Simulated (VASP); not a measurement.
# BiO4 (P6/mmm) in VASP: further runs

BiO4 is run at these levels: PBE; tasks: single point, relaxation of cell and atoms.

All numbers are computed with VASP 6.6.1; they aren't measurements. Logs are shortened: lines on timing, memory, paths and dates and some standing lists are left out, and cuts for length are marked.

## 1. The cell of the first run

Symmetry: P6/mmm, No. 191, hexagonal system. Conventional cell: a = 3.604 Å, b = 3.604 Å, c = 5.753 Å, α = 90.00°, β = 90.00°, γ = 120.00°. Within 3.3 Å of Bi (site symmetry 6/mmm) lie 12 O at 2.51 Å. Within 2.8 Å of O (site symmetry 3m) lie 3 O at 2.08 Å and 3 Bi at 2.51 Å.

## 2. Single point, PBE

File INCAR:

```
PREC = Accurate
ENCUT = 520
EDIFF = 1E-7
ISMEAR = 0
SIGMA = 0.1
LREAL = False
LASPH = True
NELM = 60
ALGO = Normal
ISIF = 2
LWAVE = False
LCHARG = False
GGA = PE
NBANDS = 28
```

File KPOINTS:

```
regular mesh
0
Gamma
  6 6 4
```

File POSCAR:

```
BiO4
1.0
    3.6038141900      0.0000000000      0.0000000000
   -1.8019070900      3.1209946400      0.0000000000
    0.0000000000      0.0000000000      5.7526463800
Bi O
1 4
Direct
    0.0000000000      0.0000000000      0.0000000000
    0.3333333300      0.6666666700      0.2445526200
    0.3333333300      0.6666666700      0.7554473800
    0.6666666700      0.3333333300      0.7554473800
    0.6666666700      0.3333333300      0.2445526200
```

Potentials or basis: VASP PAW PBE potentials, release 64 (Bi_d, O).

Launch:

```
> cat potpaw_PBE.64/Bi_d/POTCAR potpaw_PBE.64/O/POTCAR > POTCAR
> mpirun -np 1 vasp_std > vasp.out
```

OUTCAR:

```text
PREC = Accurate
   ENCUT = 520
   EDIFF = 1E-7
   ISMEAR = 0
   LREAL = False
   LASPH = True
   NELM = 60
   ISIF = 2
   GGA = PE

 ion  position               nearest neighbor table
   1  0.000  0.000  0.000-   2 2.51   3 2.51   4 2.51   5 2.51   2 2.51   3 2.51   4 2.51   5 2.51
                             4 2.51   5 2.51   2 2.51   3 2.51
   2  0.333  0.667  0.245-   1 2.51   1 2.51   1 2.51
   3  0.333  0.667  0.755-   1 2.51   1 2.51   1 2.51
   4  0.667  0.333  0.755-   1 2.51   1 2.51   1 2.51
   5  0.667  0.333  0.245-   1 2.51   1 2.51   1 2.51

  LATTYP: Found a hexagonal cell.
 ALAT       =     3.6038141900
 C/A-ratio  =     1.5962660883

  Lattice vectors:

 A1 = (   3.6038141900,   0.0000000000,   0.0000000000)
 A2 = (  -1.8019070900,   3.1209946400,   0.0000000000)
 A3 = (   0.0000000000,   0.0000000000,   5.7526463800)

Analysis of symmetry for initial positions (statically):
[... 6 lines left out ...]

 Subroutine GETGRP returns: Found 24 space group operations
 (whereof 24 operations were pure point group operations)
 out of a pool of 24 trial point group operations.

The static configuration has the point symmetry D_6h.

Analysis of symmetry for dynamics (positions and initial velocities):
[... 6 lines left out ...]

 Subroutine GETGRP returns: Found 24 space group operations
 (whereof 24 operations were pure point group operations)
 out of a pool of 24 trial point group operations.

The dynamic configuration has the point symmetry D_6h.

 Subroutine INISYM returns: Found 24 space group operations
 (whereof 24 operations are pure point group operations),
 and found     1 'primitive' translations

----------------------------------------------------------------------------------------

                                     Primitive cell

  volume of cell :      64.7028

  direct lattice vectors                    reciprocal lattice vectors
     3.603814190  0.000000000  0.000000000     0.277483784  0.160205337  0.000000000
    -1.801907090  3.120994640  0.000000000     0.000000000  0.320410675  0.000000000
     0.000000000  0.000000000  5.752646380     0.000000000  0.000000000  0.173833039

  length of vectors
     3.603814190  3.603814188  5.752646380     0.320410675  0.320410675  0.173833039

  position of ions in fractional coordinates (direct lattice)
     0.000000000  0.000000000  0.000000000
     0.333333330  0.666666670  0.244552620
     0.333333330  0.666666670  0.755447380
     0.666666670  0.333333330  0.755447380
     0.666666670  0.333333330  0.244552620

  ion indices of the primitive-cell ions
   primitive index   ion index
                 1           1
                 2           2
                 3           3
                 4           4
                 5           5

----------------------------------------------------------------------------------------

 KPOINTS: regular mesh

Automatic generation of k-mesh.
 Grid dimensions read from file:
 generate k-points for:    6    6    4

 Generating k-lattice:

  Cartesian coordinates                     Fractional coordinates (reciprocal lattice)
     0.046247297  0.026700890  0.000000000     0.166666667  0.000000000  0.000000000
     0.000000000  0.053401779  0.000000000     0.000000000  0.166666667  0.000000000
     0.000000000  0.000000000  0.043458260     0.000000000  0.000000000  0.250000000

  Length of vectors
     0.053401779  0.053401779  0.043458260

  Shift w.r.t. Gamma in fractional coordinates (k-lattice)
     0.000000000  0.000000000  0.000000000

 Subroutine IBZKPT returns following result:
 ===========================================

 Found     21 irreducible k-points:

 Following reciprocal coordinates:
            Coordinates               Weight
  0.000000  0.000000  0.000000      1.000000
  0.166667 -0.000000  0.000000      6.000000
  0.333333  0.000000  0.000000      6.000000
  0.500000  0.000000  0.000000      3.000000
  0.166667  0.166667  0.000000      6.000000
  0.333333  0.166667  0.000000     12.000000
[... 13 lines left out ...]
  0.333333  0.166667  0.500000     12.000000
  0.333333  0.333333  0.500000      2.000000
   k-points           NKPTS =     21   k-points in BZ     NKDIM =     21   number of bands    NBANDS=     28
   number of dos      NEDOS =    301   number of ions     NIONS =      5
   total plane-waves  NPLWV =  37632
   dimension x,y,z NGX =    28 NGY =   28 NGZ =   48
   dimension x,y,z NGXF=    56 NGYF=   56 NGZF=   96
   ions per type =               1   4
   NGX,Y,Z   is equivalent  to a cutoff of  12.92, 12.92, 13.87 a.u.
   NGXF,Y,Z  is equivalent  to a cutoff of  25.83, 25.83, 27.74 a.u.
 SYSTEM =  unknown system
   PREC   = accura    normal or accurate (medium, high low for compatibility)
   ISTART =      0    job   : 0-new  1-cont  2-samecut
   ICHARG =      2    charge: 1-file 2-atom 10-const
   ISPIN  =      1    spin polarized calculation?
   LNONCOLLINEAR =      F non collinear calculations
   LSORBIT =      F    spin-orbit coupling
   LASPH  =      T    aspherical Exc in radial PAW
   ENCUT  =  520.0 eV  38.22 Ry    6.18 a.u.   6.70  6.70 10.70*2*pi/ulx,y,z
   NELM   =     60;   NELMIN=  2; NELMDL= -5     # of ELM steps
   EDIFF  = 0.1E-06   stopping-criterion for ELM
   LREAL  =      F    real-space projection
   EDIFFG = 0.1E-05   stopping-criterion for IOM
   NSW    =      0    number of steps for IOM
   IBRION =     -1    ionic relax: 0-MD 1-quasi-New 2-CG
   NFREE  =      0    steps in history (QN), initial steepest desc. (CG)
   ISIF   =      2    stress and relaxation
   ISYM   =      2    0-nonsym 1-usesym 2-fastsym
   POTIM  = 0.5000    time-step for ionic-motion
   TEBEG  =    0.0;   TEEND  =   0.0 temperature during run
   PSTRESS=    0.0 pullay stress
   NELECT =      39.0000    total number of electrons
   NUPDOWN=      -1.0000    fix difference up-down
   EMIN   =  10.00;   EMAX   =-10.00  energy-range for DOS
   EFERMI =   0.00;   METHOD = LEGACY
   ISMEAR =     0;   SIGMA  =   0.10  broadening in eV -4-tet -1-fermi 0-gaus
   EFERMI_NEDOS =   21; number of points for ismear=-14 and -15
   IALGO  =     38    algorithm
   IMIX   =      4    mixing-type and parameters
     AMIX     =   0.40;   BMIX     =  1.00
     AMIX_MAG =   1.60;   BMIX_MAG =  1.00
  volume/ion in A,a.u.               =      12.94        87.33
  Fermi-wavevector in a.u.,A,eV,Ry     =   1.382893  2.613289 26.019698  1.912394
  Thomas-Fermi vector in A             =   2.507542
   LORBIT       =      0    0 simple, 1 ext, 2 COOP (PROOUT), +10 PAW based schemes
   GGA     = PE    functional components
   LHFCALC =     F    Hartree Fock is set to
   AEXX    =    0.0000 exact exchange contribution
   IVDW    =     0    specifies the selected vdW correction
   LEPSILON=     F    determine dielectric tensor
   LRPA    =     F    only Hartree local field effects (RPA)
 non-spin polarized calculation
 Gauss-broadening in eV      SIGMA  =   0.10
  energy-cutoff  :      520.00
  volume of cell :       64.70
 maximum number of plane-waves:      1785
 NGX is ok and might be reduce to    28
   NGX = 13   NGY = 13   NGZ = 21

 number of electron      38.9999998 magnetization

 Free energy of the ion-electron system (eV)
  ---------------------------------------------------
  ext. energy  EPLUGINS =         0.00000000
  ---------------------------------------------------
  free energy    TOTEN  =       -20.58493475 eV

  energy without entropy =      -20.57133937  energy(sigma->0) =      -20.57813706

 E-fermi :   3.4124     XC(G=0): -10.4174

 val. band max:        3.4076475636   @ k =   0.0000   0.0000   0.2500
 cond. band min:       3.4184207547   @ k =   0.5000   0.0000   0.2500
 fundamental gap:      0.0107731911
 Fermi energy:         3.4124035917

 k-point     1 :       0.0000    0.0000    0.0000
  band No.  band energies     occupation
      1     -18.8897      2.00000
      2     -18.8884      2.00000
      3     -18.8884      2.00000
      4     -18.8176      2.00000
      5     -18.8176      2.00000
      6     -16.3438      2.00000
[... 20 lines left out ...]
     27      15.5230      0.00000
     28      17.6620      0.00000

 k-point     2 :       0.1667   -0.0000    0.0000
  band No.  band energies     occupation
      1     -18.9133      2.00000
      2     -18.8776      2.00000
      3     -18.8664      2.00000
      4     -18.8590      2.00000
      5     -18.8231      2.00000
      6     -16.0805      2.00000
[... 20 lines left out ...]
     27      16.1855      0.00000
     28      18.0780      0.00000

 k-point     3 :       0.3333    0.0000    0.0000
  band No.  band energies     occupation
      1     -18.9810      2.00000
      2     -18.9654      2.00000
      3     -18.8342      2.00000
      4     -18.8237      2.00000
      5     -18.7996      2.00000
      6     -15.3572      2.00000
[... 20 lines left out ...]
     27      16.5927      0.00000
     28      18.7439      0.00000

 k-point     4 :       0.5000    0.0000    0.0000
  band No.  band energies     occupation
      1     -19.0260      2.00000
      2     -18.9923      2.00000
      3     -18.8397      2.00000
      4     -18.8039      2.00000
      5     -18.7696      2.00000
      6     -14.7161      2.00000
[... 485 lines left out ...]
     27      16.2113      0.00000
     28      18.5071      0.00000

 k-point    20 :       0.3333    0.1667    0.5000
  band No.  band energies     occupation
      1     -18.9977      2.00000
      2     -18.9496      2.00000
      3     -18.8702      2.00000
      4     -18.8265      2.00000
      5     -18.7939      2.00000
      6     -14.6542      2.00000
[... 20 lines left out ...]
     27      15.9442      0.00000
     28      18.2819      0.00000

 k-point    21 :       0.3333    0.3333    0.5000
  band No.  band energies     occupation
      1     -18.9458      2.00000
      2     -18.9458      2.00000
      3     -18.8772      2.00000
      4     -18.8772      2.00000
      5     -18.8103      2.00000
      6     -13.8495      2.00000
[... 20 lines left out ...]
     27      15.7329      0.00000
     28      18.8358      0.00000

------------------------ aborting loop because EDIFF is reached ----------------------------------------

  FORCE on cell =-STRESS in cart. coord.  units (eV):
  Direction    XX          YY          ZZ          XY          YZ          ZX
  --------------------------------------------------------------------------------------
  -------------------------------------------------------------------------------------
  Total        1.7082502      1.7082502      1.3325935      0.0000000      0.0000000      0.0000000
  in kB       42.2998650     42.2998650     32.9978144      0.0000001      0.0000000      0.0000000
  external PRESSURE =      39.1991815 kB  Pullay stress =       0.0000000 kB

 VOLUME and BASIS-vectors are now :
 -----------------------------------------------------------------------------
  energy-cutoff  :      520.00
  volume of cell :       64.70
      direct lattice vectors                 reciprocal lattice vectors
     3.603814190  0.000000000  0.000000000     0.277483784  0.160205337  0.000000000
    -1.801907090  3.120994640  0.000000000     0.000000000  0.320410675  0.000000000
     0.000000000  0.000000000  5.752646380     0.000000000  0.000000000  0.173833039

 POSITION                                       TOTAL-FORCE (eV/Angst)
 -----------------------------------------------------------------------------------
      0.00000      0.00000      0.00000         0.000000      0.000000      0.000000
     -0.00000      2.08066      1.40682         0.000000      0.000000      0.061188
     -0.00000      2.08066      4.34582        -0.000000      0.000000     -0.061188
      1.80191      1.04033      4.34582        -0.000000      0.000000     -0.061188
      1.80191      1.04033      1.40682         0.000000      0.000000      0.061188
 -----------------------------------------------------------------------------------
    total drift:                                0.000000      0.000000     -0.000000

  FREE ENERGIE OF THE ION-ELECTRON SYSTEM (eV)
  ---------------------------------------------------
  free  energy   TOTEN  =       -20.5849347461 eV

  energy  without entropy=      -20.5713393716  energy(sigma->0) =      -20.57813706
```

Wall time 16 s (1 thread of Intel Xeon 6975P-C (Granite Rapids), shared host); peak memory 0.19 GiB.

Results:

```
Free energy   : -20.5849 eV
Pressure      : 3.9 GPa
Largest force : 0.061 eV/Å
```

Forces on the atoms (eV/Å):
```
Bi   0.000  0.000  0.000
O    0.000  0.000  0.061
O    0.000  0.000 -0.061
O    0.000  0.000 -0.061
O    0.000  0.000  0.061
```

Levels at points of the mesh, in eV from the Fermi level:
| k point | band 16 | band 17 | band 18 | band 19 | band 20 | band 21 | band 22 | band 23 |
| --- | --- | --- | --- | --- | --- | --- | --- | --- |
| (0.00, 0.00, 0.00) | -1.84 | -1.23 | -1.23 | -0.98 | 0.03 | 0.03 | 0.41 | 4.34 |
| (0.50, 0.00, 0.00) | -1.10 | -0.57 | -0.47 | -0.39 | 0.03 | 1.08 | 1.12 | 5.30 |
| (0.00, 0.00, 0.50) | -1.18 | -1.18 | -0.98 | -0.59 | -0.04 | -0.04 | -0.02 | 3.91 |
| (0.50, 0.00, 0.50) | -1.93 | -1.13 | -0.38 | -0.28 | -0.02 | 1.09 | 1.12 | 5.65 |

Caveat: spin-orbit coupling is left out, which moves the levels of the heavy elements; an odd number of electrons without spin polarisation forces a metal; a magnetic or distorted state may lie lower.

## 3. Single point, PBE

This run uses another cell than the first one, of 14.48 Å³/atom, 1.119 times its volume.

File INCAR:

```
SYSTEM = BiO4
ALGO     = Normal         ! electronic algorithm
EDIFF    = 1E-6           ! SCF threshold, eV
ENCUT    = 520            ! plane-wave cutoff, eV
GGA      = PE             ! functional
ISIF     = 2              ! what is computed and relaxed
ISMEAR   = 0              ! smearing method
LASPH    = .True.         ! aspherical terms in the spheres
LCHARG   = .False.        ! write CHGCAR
LREAL    = .False.        ! projectors in reciprocal space
LWAVE    = .False.        ! write WAVECAR
NBANDS   = 28             ! bands
NELM     = 80             ! most SCF steps
PREC     = Accurate       ! precision mode
SIGMA    = 0.1            ! smearing width, eV
```

File KPOINTS:

```
k-points
0
Gamma
  6 6 4
  0 0 0
```

File POSCAR:

```
BiO4
1.0
    3.6413026463     -0.0000000029      0.0000000000
   -1.8206513206      3.1534605960      0.0000000000
    0.0000000000      0.0000000000      6.3070723682
Bi O
1 4
Direct
    0.0000000000      0.0000000000      0.0000000000
    0.3333333333      0.6666666667      0.2244059698
    0.3333333333      0.6666666667      0.7755940302
    0.6666666667      0.3333333333      0.7755940302
    0.6666666667      0.3333333333      0.2244059698
```

Potentials or basis: VASP PAW PBE potentials, release 64 (Bi_d, O).

Launch:

```
> cat potpaw_PBE.64/Bi_d/POTCAR potpaw_PBE.64/O/POTCAR > POTCAR
> mpirun -np 1 vasp_std > vasp.out
```

Run time: 17 s. Hardware: 1 thread of Intel Xeon 6975P-C (Granite Rapids), shared host; peak memory 0.19 GiB.

It converged, with:

* Free energy: -20.6531 eV
* Pressure: 0.0 GPa
* Largest force: 0.004 eV/Å

Forces in eV/Å, atoms in the order of the input:
```
Bi   0.000  0.000  0.000
O    0.000  0.000 -0.004
O    0.000  0.000  0.004
O    0.000  0.000  0.004
O    0.000  0.000 -0.004
```

Stress tensor (GPa, compression positive):
```
-0.06  0.00  0.00
 0.00 -0.06  0.00
 0.00  0.00  0.08
```

Levels at points of the mesh, in eV from the Fermi level:
```csv
k point,band 17,band 18,band 19,band 20,band 21,band 22
"(0.00, 0.00, 0.00)",-1.16,-1.16,-0.78,0.02,0.02,0.29
"(0.50, 0.00, 0.00)",-0.61,-0.55,-0.36,0.00,1.06,1.07
"(0.00, 0.00, 0.50)",-1.14,-1.14,-0.67,0.00,0.00,0.16
"(0.50, 0.00, 0.50)",-0.85,-0.49,-0.32,-0.01,1.07,1.07
```

Caveat: spin-orbit coupling is left out, which moves the levels of the heavy elements; an odd number of electrons without spin polarisation forces a metal; a magnetic or distorted state may lie lower.

## 4. Single point, PBE

This run uses another cell than the first one, of 15.26 Å³/atom, 1.179 times its volume.

File INCAR:

```
SYSTEM = BiO4
ALGO = Normal
EDIFF = 1E-6
ENCUT = 520
GGA = PE
ISIF = 2
ISMEAR = 0
LASPH = .True.
LCHARG = .False.
LREAL = .False.
LWAVE = .False.
NBANDS = 28
NELM = 100
PREC = Accurate
SIGMA = 0.1
```

File KPOINTS:

```
k-points
0
Gamma
  12 12 6
  0 0 0
```

File POSCAR:

```
BiO4
1.0
    3.6408089942      0.0000000000      0.0000000000
   -1.8204044971      3.1530330793      0.0000000000
    0.0000000000      0.0000000000      6.6453877606
Bi O
1 4
Direct
    0.0000000000      0.0000000000      0.0000000000
    0.3333333333      0.6666666667      0.2109488310
    0.3333333333      0.6666666667      0.7890511690
    0.6666666667      0.3333333333      0.7890511690
    0.6666666667      0.3333333333      0.2109488310
```

Launch:

```
> cat potpaw_PBE.64/Bi_d/POTCAR potpaw_PBE.64/O/POTCAR > POTCAR
> mpirun -np 1 vasp_std > vasp.out
```

Run time: 55 s. Hardware: 1 thread of Intel Xeon 6975P-C (Granite Rapids), shared host; peak memory 0.27 GiB.

Results (log left out):

```yaml
Free_energy: -20.6275 eV
Pressure: 0.0 GPa
Largest_force: 0.012 eV/Å
```

Forces on the atoms (eV/Å):
```
Bi   0.000  0.000  0.000
O    0.000  0.000  0.012
O    0.000  0.000 -0.012
O    0.000  0.000 -0.012
O    0.000  0.000  0.012
```

Levels at points of the mesh, in eV from the Fermi level:
```csv
k point,band 18,band 19,band 20,band 21,band 22,band 23
"(0.00, 0.00, 0.00)",-1.22,-0.79,-0.01,-0.01,0.25,4.05
"(0.50, 0.00, 0.00)",-0.53,-0.40,-0.04,1.03,1.04,5.39
"(0.00, 0.00, 0.50)",-1.22,-0.74,-0.02,-0.02,0.20,3.85
"(0.50, 0.00, 0.50)",-0.50,-0.37,-0.04,1.03,1.04,5.54
```

Caveat: spin-orbit coupling is left out, which moves the levels of the heavy elements; an odd number of electrons without spin polarisation forces a metal; a magnetic or distorted state may lie lower.

(Continued in part 2 of 2.)
